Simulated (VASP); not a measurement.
# Re (Im-3m) in VASP: notebook

Runs on Re. Level: PBE. Tasks: single point.

Everything below comes from runs of VASP 6.6.1. Logs are shortened: lines on timing, memory, paths and dates and some standing lists are left out, and cuts for length are marked.

## Step 1: The cell of the first run

The structure is cubic, space group Im-3m (No. 229). The conventional cell has a = 2.902 Å, b = 2.902 Å, c = 2.902 Å, α = 90.00°, β = 90.00°, γ = 90.00°. Re (site symmetry m-3m) has 14 Re at 2.51 to 2.90 Å within 3.3 Å.

This isn't the form of Re at room conditions, which is hcp.

## Step 2: Single point, PBE

File INCAR:

```
SYSTEM = Re
PREC = Accurate
ENCUT = 600
EDIFF = 1E-6
ISMEAR = -1
SIGMA = 0.1
LREAL = .False.
LASPH = .True.
NELM = 120
ALGO = Normal
ISIF = 2
LWAVE = .False.
LCHARG = .False.
GGA = PE
NBANDS = 10
GGA_COMPAT = .False.
```

File KPOINTS:

```
Automatic mesh
0
Gamma
  19 19 19
  0 0 0
```

File POSCAR:

```
Re
1.0
   -1.4508185534      1.4508185534      1.4508185534
    1.4508185534     -1.4508185534      1.4508185534
    1.4508185534      1.4508185534     -1.4508185534
Re
1
Direct
    0.0000000000      0.0000000000      0.0000000000
```

Potentials or basis: VASP PAW PBE potentials, release 64 (Re).

The run is started by

```console
> cat potpaw_PBE.64/Re/POTCAR > POTCAR
> mpirun -np 1 vasp_std > vasp.out
```

OUTCAR:

```text
SYSTEM = Re
   PREC = Accurate
   ENCUT = 600
   EDIFF = 1E-6
   ISMEAR = -1
   LREAL = .False.
   LASPH = .True.
   NELM = 120
   ISIF = 2
   GGA = PE

 ion  position               nearest neighbor table
   1  0.000  0.000  0.000-

  LATTYP: Found a body centered cubic cell.
 ALAT       =     2.9016371068

  Lattice vectors:

 A1 = (  -1.4508185534,   1.4508185534,   1.4508185534)
 A2 = (   1.4508185534,  -1.4508185534,   1.4508185534)
 A3 = (   1.4508185534,   1.4508185534,  -1.4508185534)

Analysis of symmetry for initial positions (statically):
=====================================================================
 Subroutine PRICEL returns:
 Original cell was already a primitive cell.

 Routine SETGRP: Setting up the symmetry group for a
 body centered cubic supercell.

 Subroutine GETGRP returns: Found 48 space group operations
 (whereof 48 operations were pure point group operations)
 out of a pool of 48 trial point group operations.

The static configuration has the point symmetry O_h .

Analysis of symmetry for dynamics (positions and initial velocities):
=====================================================================
 Subroutine PRICEL returns:
 Original cell was already a primitive cell.

 Routine SETGRP: Setting up the symmetry group for a
 body centered cubic supercell.

 Subroutine GETGRP returns: Found 48 space group operations
 (whereof 48 operations were pure point group operations)
 out of a pool of 48 trial point group operations.

The dynamic configuration has the point symmetry O_h .

 Subroutine INISYM returns: Found 48 space group operations
 (whereof 48 operations are pure point group operations),
 and found     1 'primitive' translations

----------------------------------------------------------------------------------------

                                     Primitive cell

  volume of cell :      12.2152

  direct lattice vectors                    reciprocal lattice vectors
    -1.450818553  1.450818553  1.450818553     0.000000000  0.344633034  0.344633034
     1.450818553 -1.450818553  1.450818553     0.344633034  0.000000000  0.344633034
     1.450818553  1.450818553 -1.450818553     0.344633034  0.344633034  0.000000000

  length of vectors
     2.512891447  2.512891447  2.512891447     0.487384711  0.487384711  0.487384711

  position of ions in fractional coordinates (direct lattice)
     0.000000000  0.000000000  0.000000000
[... 78 lines left out ...]
   EDIFFG = 0.1E-04   stopping-criterion for IOM
   NSW    =      0    number of steps for IOM
   IBRION =     -1    ionic relax: 0-MD 1-quasi-New 2-CG
   NFREE  =      0    steps in history (QN), initial steepest desc. (CG)
   ISIF   =      2    stress and relaxation
   ISYM   =      2    0-nonsym 1-usesym 2-fastsym
   POTIM  = 0.5000    time-step for ionic-motion
   TEBEG  =    0.0;   TEEND  =   0.0 temperature during run
   PSTRESS=    0.0 pullay stress
   NELECT =       7.0000    total number of electrons
   NUPDOWN=      -1.0000    fix difference up-down
   EMIN   =  10.00;   EMAX   =-10.00  energy-range for DOS
   EFERMI =   0.00;   METHOD = LEGACY
   ISMEAR =    -1;   SIGMA  =   0.10  broadening in eV -4-tet -1-fermi 0-gaus
   EFERMI_NEDOS =   21; number of points for ismear=-14 and -15
   IALGO  =     38    algorithm
   IMIX   =      4    mixing-type and parameters
     AMIX     =   0.40;   BMIX     =  1.00
     AMIX_MAG =   1.60;   BMIX_MAG =  1.00
  volume/ion in A,a.u.               =      12.22        82.43
  Fermi-wavevector in a.u.,A,eV,Ry     =   1.359798  2.569646 25.157862  1.849051
  Thomas-Fermi vector in A             =   2.486515
   LORBIT       =      0    0 simple, 1 ext, 2 COOP (PROOUT), +10 PAW based schemes
   GGA     = PE    functional components
   LHFCALC =     F    Hartree Fock is set to
   AEXX    =    0.0000 exact exchange contribution
   IVDW    =     0    specifies the selected vdW correction
   LEPSILON=     F    determine dielectric tensor
   LRPA    =     F    only Hartree local field effects (RPA)
 non-spin polarized calculation
  energy-cutoff  :      600.00
  volume of cell :       12.22
 maximum number of plane-waves:       420
   NGX =  9   NGY =  9   NGZ =  9

 number of electron       7.0000001 magnetization

 Free energy of the ion-electron system (eV)
  ---------------------------------------------------
  ext. energy  EPLUGINS =         0.00000000
  ---------------------------------------------------
  free energy    TOTEN  =       -11.22325638 eV

  energy without entropy =      -11.19350922  energy(sigma->0) =      -11.20838280

 E-fermi :  11.4607     XC(G=0): -14.7848

 val. band max:       11.4584635965   @ k =  -0.4737   0.4737   0.3158
 cond. band min:      11.4747964243   @ k =  -0.4737  -0.4737   0.2632
 fundamental gap:      0.0163328278
 Fermi energy:        11.4607410750

 k-point     1 :       0.0000    0.0000    0.0000
  band No.  band energies     occupation
      1      -0.7562      2.00000
      2       8.0166      2.00000
      3       8.0166      2.00000
      4       8.0166      2.00000
      5      12.3936      0.00018
      6      12.3936      0.00018
      7      27.3202      0.00000
      8      27.3202      0.00000
      9      27.3202      0.00000
     10      42.4469      0.00000
[... 287 lines left out ...]
 k-point    24 :       0.3158    0.1053   -0.0000
  band No.  band energies     occupation
      1       2.9245      2.00000
      2       5.5682      2.00000
      3       8.5887      2.00000
      4      12.0367      0.00628
      5      13.5428      0.00000
      6      16.0620      0.00000
      7      25.5789      0.00000
      8      27.3172      0.00000
      9      33.3631      0.00000
     10      36.3229      0.00000

 [... further k-points ...]

------------------------ aborting loop because EDIFF is reached ----------------------------------------

  FORCE on cell =-STRESS in cart. coord.  units (eV):
  Direction    XX          YY          ZZ          XY          YZ          ZX
  --------------------------------------------------------------------------------------
  -------------------------------------------------------------------------------------
  Total        9.3227992      9.3227992      9.3227992     -0.0000000     -0.0000000      0.0000000
  in kB     1222.8061603   1222.8061603   1222.8061603     -0.0000000     -0.0000000      0.0000000
  external PRESSURE =    1222.8061603 kB  Pullay stress =       0.0000000 kB

 VOLUME and BASIS-vectors are now :
 -----------------------------------------------------------------------------
  energy-cutoff  :      600.00
  volume of cell :       12.22
      direct lattice vectors                 reciprocal lattice vectors
    -1.450818553  1.450818553  1.450818553     0.000000000  0.344633034  0.344633034
     1.450818553 -1.450818553  1.450818553     0.344633034  0.000000000  0.344633034
     1.450818553  1.450818553 -1.450818553     0.344633034  0.344633034  0.000000000

 POSITION                                       TOTAL-FORCE (eV/Angst)
 -----------------------------------------------------------------------------------
      0.00000      0.00000      0.00000        -0.000000     -0.000000     -0.000000
 -----------------------------------------------------------------------------------
    total drift:                                0.000000      0.000000      0.000000

  FREE ENERGIE OF THE ION-ELECTRON SYSTEM (eV)
  ---------------------------------------------------
  free  energy   TOTEN  =       -11.2232563827 eV

  energy  without entropy=      -11.1935092214  energy(sigma->0) =      -11.20838280
```

OSZICAR:

```text
N       E                     dE             d eps       ncg     rms          rms(c)
DAV:   1     0.107241554228E+02    0.10724E+02   -0.38790E+03  6654   0.917E+02
DAV:   2    -0.111016014983E+02   -0.21826E+02   -0.19743E+02  6652   0.192E+02
DAV:   3    -0.118024659974E+02   -0.70086E+00   -0.66686E+00  6926   0.695E+01
DAV:   4    -0.118097721688E+02   -0.73062E-02   -0.72970E-02  7188   0.398E+00
DAV:   5    -0.118097865117E+02   -0.14343E-04   -0.14334E-04  6670   0.700E-02    0.433E+01
DAV:   6    -0.114159064960E+02    0.39388E+00   -0.16817E-01  7086   0.983E+00    0.225E+01
DAV:   7    -0.112260498239E+02    0.18986E+00   -0.23363E-01  7462   0.111E+01    0.260E-01
DAV:   8    -0.112236354411E+02    0.24144E-02   -0.12937E-03  6470   0.536E-01    0.219E-01
DAV:   9    -0.112232460469E+02    0.38939E-03   -0.29730E-04  6098   0.139E-01    0.274E-02
DAV:  10    -0.112232569551E+02   -0.10908E-04   -0.22072E-05  6532   0.380E-02    0.403E-03
DAV:  11    -0.112232563827E+02    0.57241E-06   -0.11162E-07  3664   0.565E-03
   1 F= -.11223256E+02 E0= -.11208383E+02  d E =-.297472E-01
```

Wall time 51 s (1 thread of Intel Xeon 8259CL, shared host); peak memory 0.15 GiB.

Results:

| Property | Result |
| --- | --- |
| Free energy | -11.2233 eV |
| Pressure | 122.3 GPa |
| Band gap on the k mesh | zero (an odd number of electrons rules out a gap without spin polarisation) |

Caveat: the cell stands under pressure; spin-orbit coupling is left out, which moves the levels of the heavy elements.

## Step 3: Single point, PBE

File INCAR:

```
SYSTEM = Re
ALGO = Normal
EDIFF = 1E-6
ENCUT = 600
GGA = PE
GGA_COMPAT = .FALSE.
ISIF = 2
ISMEAR = -1
LASPH = .TRUE.
LCHARG = .FALSE.
LREAL = .FALSE.
LWAVE = .FALSE.
NBANDS = 10
NELM = 120
PREC = Accurate
SIGMA = 0.1
```

File KPOINTS:

```
k-points
0
G
  19 19 19
  0 0 0
```

File POSCAR:

```
Re
1.0
   -1.4506398460      1.4506398460      1.4506398460
    1.4506398460     -1.4506398460      1.4506398460
    1.4506398460      1.4506398460     -1.4506398460
Re
1
Direct
    0.0000000000      0.0000000000      0.0000000000
```

Potentials or basis: VASP PAW PBE potentials, release 64 (Re).

The run is started by

```console
> cat potpaw_PBE.64/Re/POTCAR > POTCAR
> mpirun -np 1 vasp_std > vasp.out
```

It took 38 s on 1 thread of Intel Xeon 8259CL, shared host; peak memory 0.15 GiB.

Results (log left out):

* Free energy: -11.2198 eV
* Pressure: 122.6 GPa
* Band gap on the k mesh: zero (an odd number of electrons rules out a gap without spin polarisation)

Levels at points of the mesh, in eV from the Fermi level:
| k point | band 1 | band 2 | band 3 | band 4 | band 5 | band 6 | band 7 |
| --- | --- | --- | --- | --- | --- | --- | --- |
| (0.00, 0.00, 0.00) | -12.22 | -3.45 | -3.45 | -3.45 | 0.93 | 0.93 | 15.86 |

Caveat: the cell stands under pressure; spin-orbit coupling is left out, which moves the levels of the heavy elements.
